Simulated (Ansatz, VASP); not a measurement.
Si2C in VASP and in Ansatz

Contents of INCAR:

```
SYSTEM = Si2C
  ALGO = Normal
  EDIFF = 1E-6
  EDIFFG = -0.04
  ENCUT = 600
  GGA = PE
  IBRION = 2
  ISIF = 3
  ISMEAR = 0
  LASPH = .True.
  LCHARG = .False.
  LREAL = .False.
  LWAVE = .False.
  NELM = 80
  NSW = 90
  PREC = Accurate
  SIGMA = 0.1
```

The input KPOINTS:

```
k-points
0
Gamma
  6 6 6
  0 0 0
```

File POSCAR:

```
Si2C
1.0
    3.4251503715      0.0000000000      0.0000000000
    0.0000000000      3.4251503715      0.0000000000
    0.0000000000      0.0000000000      3.0453421708
Si C
2 1
Direct
    0.5000000000      0.0000000000      0.5000000000
    0.0000000000      0.5000000000      0.5000000000
    0.0000000000      0.0000000000      0.0000000000
```

Input for Ansatz:

```yaml
crystal:
  lattice:
    - [3.4251503715, 0.0, 0.0]
    - [0.0, 3.4251503715, 0.0]
    - [0.0, 0.0, 3.0453421708]
  atoms:
    - { symbol: Si, position: [0.5, 0.0, 0.5] }
    - { symbol: Si, position: [0.0, 0.5, 0.5] }
    - { symbol: C, position: [0.0, 0.0, 0.0] }
basis:
  ecutwfc: 420
kpoints:
  mp_grid: { grid: [6, 6, 6] }
hamiltonian:
  xc: pbe
scf:
  occupations: { method: gaussian, width: 0.1 }
  lower_state_search: "off"
output:
  forces: true
  stress: true
  eigenvalues: true
relax:
  adjacent_minimum: "off"
  f_tol: 0.04
  max_steps: 70
  cell: { stress_tol: 0.4 }
```

Alike in both runs: task relaxation of cell and atoms; functional PBE; k mesh 6 × 6 × 6; occupations gaussian, width 0.1 eV; no spin polarisation.

|  | VASP | Ansatz |
| --- | --- | --- |
| version | VASP 6.6.1 | Ansatz 0.2.0 |
| potentials or method | VASP PAW PBE potentials, release 64 (Si, C), cutoff 600 eV | scalar-relativistic, plane waves, PAW |
| valence electrons in the cell | 12 | 12 |

|  | VASP | Ansatz | Ansatz less VASP |
| --- | --- | --- | --- |
| gap on the k mesh at the Fermi level, each at its own relaxed structure (eV) | none | none | - |
| relaxed volume (Å³/atom) | 11.81 | 11.81 | +0.001 |
| relaxed length of the cell vector where the two differ most in proportion (Å) | 2.910 | 2.913 | +0.0028 |

A gap of «none» marks a metal or a gap that the smearing closes.
